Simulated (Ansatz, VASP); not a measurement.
# Sb: VASP beside Ansatz

INCAR

```
PREC     = Accurate       # precision mode
ENCUT    = 520            # plane-wave cutoff, eV
EDIFF    = 1E-6           # SCF threshold, eV
ISMEAR   = -1             # smearing method
SIGMA    = 0.1            # smearing width, eV
LREAL    = F              # projectors in reciprocal space
LASPH    = T              # aspherical terms in the spheres
NELM     = 80             # most SCF steps
ALGO     = Normal         # electronic algorithm
ISIF     = 2              # what is computed and relaxed
LWAVE    = F              # write WAVECAR
LCHARG   = F              # write CHGCAR
NBANDS   = 12             # bands
```

Contents of KPOINTS:

```
Automatic mesh
0
Gamma
  9 9 9
```

The input POSCAR:

```
Sb
1.0
    0.0000000000      3.5001700089      3.5001700089
    3.5001700089      0.0000000000      3.5001700089
    3.5001700089      3.5001700089      0.0000000000
Sb
2
Direct
    0.1250000000      0.1250000000      0.1250000000
    0.8750000000      0.8750000000      0.8750000000
```

Input for Ansatz:

```yaml
crystal:
  lattice:
    - [0.0, 3.5001700089, 3.5001700089]
    - [3.5001700089, 0.0, 3.5001700089]
    - [3.5001700089, 3.5001700089, 0.0]
  atoms:
    - { symbol: Sb, position: [0.125, 0.125, 0.125] }
    - { symbol: Sb, position: [0.875, 0.875, 0.875] }
hamiltonian:
  xc: lda
  pseudopotentials:
    kind: paw
    azcp:
      Sb: "pseudopotentials/Sb.paw.azcp"
basis:
  ecutwfc: 420
  fft_grid_basis: typed
kpoints:
  mp_grid: { grid: [9, 9, 9], shift: [0, 0, 0] }
magnetization:
  spin_polarized: false
scf:
  occupations: { method: fermi_dirac, width: 0.1 }
  lower_state_search: "off"
output:
  stress: true
  write_density: true
  write_potential: true
  elf: true
  volumetric_format: npy
```

Alike in both runs: task single point; functional LDA; k mesh 9 × 9 × 9; occupations fermi-dirac, width 0.1 eV; no spin polarisation.

```csv
,VASP,Ansatz
version,VASP 6.6.1,Ansatz 0.2.0
potentials or method,"VASP PAW LDA potentials, release 64 (Sb), cutoff 520 eV","plane waves (420 eV) with PAW, scalar-relativistic"
valence electrons in the cell,10,30
```

Ansatz gave:

| Quantity | Value |
| --- | --- |
| pressure (GPa) | -2.5 |

Q: What did VASP give for the same quantities?

A: Pressure (GPa): -2.4.

Ansatz warns that its potentials were made for another functional, while VASP's fit it. LDA's correlation is that of Perdew and Zunger in VASP and of Perdew and Wang (1992) in Ansatz. VASP's potentials hold 10 valence electrons a cell and Ansatz's 30, so a difference there can come from the potentials and not from the codes.

Neither program's run includes spin-orbit coupling.
